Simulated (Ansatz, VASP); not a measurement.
TaN, level by level in two programs

```xyz
2
Lattice="0.0000 2.2404 2.2404 2.2404 0.0000 2.2404 2.2404 2.2404 0.0000" Properties=species:S:1:pos:R:3 pbc="T T T"
Ta    2.2404    2.2404    2.2404
N     0.0000    0.0000    0.0000
```

Single points on this cell with VASP 6.6.1 and Ansatz 0.2.0. Each row is one pair of runs. Alike in all rows: spin: off; k mesh: 10 × 10 × 10; smearing: fermi-dirac, width 0.05 eV.

```tsv
level	VASP's potentials, cutoff	Ansatz's potentials, cutoff	gap on the k mesh at the Fermi level (eV), VASP	gap on the k mesh at the Fermi level (eV), Ansatz	pressure (GPa), VASP	pressure (GPa), Ansatz
LDA	VASP PAW LDA potentials, release 64 (Ta_pv, N), 600 eV	Ansatz PAW, 420 eV	none	none	-26.4	-27.8
PBEsol+D3(BJ)	VASP PAW PBE potentials, release 64 (Ta_pv, N), 600 eV	Ansatz PAW, 420 eV	none	none	-27.6	-28.1
BLYP+D3(BJ)	VASP PAW PBE potentials, release 64 (Ta_pv, N), 600 eV	Ansatz PAW, 420 eV	none	?	-16.3	?
r2SCAN	VASP PAW PBE potentials, release 64 (Ta_sv_GW, N), 660 eV	Ansatz PAW, 500 eV	none	none	-17.9	-17.8
```

Fill in what Ansatz gave in row 3.

gap on the k mesh at the Fermi level (eV): none; pressure (GPa): -17.8.

VASP's potentials hold 16 valence electrons a cell and Ansatz's 18 in some rows, so a difference there can come from the potentials and not from the codes.

A gap of «none» marks a metal or a gap that the smearing closes.

Neither program's run includes spin-orbit coupling.
